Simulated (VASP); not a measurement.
Runs of VASP 6.6.1 on NaCl. The structure is that of space group Cmmm (No. 65), or close to it. The cells are those of the table. 

```csv
cell,gap on the mesh (eV),pressure (GPa)
"a = 3.506, b = 3.502 Å, angles 90.0, 84.6, 90.0°, 2 atoms",3.88,-1.0
"a = 3.503, b = 3.502 Å, angles 90.0, 87.9, 90.0°, 2 atoms",3.84,(b)
"a = 3.508, b = 3.502 Å, angles 90.0, 83.6, 90.0°, 2 atoms",3.90,-0.9
"a = 3.505, b = 3.502 Å, angles 90.0, 94.3, 90.0°, 2 atoms",3.86,-1.1
"a = 3.504, b = 3.502 Å, angles 90.0, 86.8, 90.0°, 2 atoms",3.85,-1.1
"a = 3.510, b = 3.502 Å, angles 90.0, 82.5, 90.0°, 2 atoms",3.92,-0.8
"a = 3.512, b = 3.502 Å, angles 90.0, 98.6, 90.0°, 2 atoms",3.94,(a)
```

Alike in all rows: task single point; level PBEsol; potentials or basis VASP PAW PBE potentials, release 64 (Na_pv, Cl); no spin polarisation; k mesh 6 × 6 × 6; cutoff (eV) 520; smearing gaussian 0.05 eV.

Estimate the missing entries.

(a) -0.7; (b) -1.2.

Caveats: the PAW data sets were made with another functional, which shifts forces and pressure a little.

A k mesh can miss the band edges.
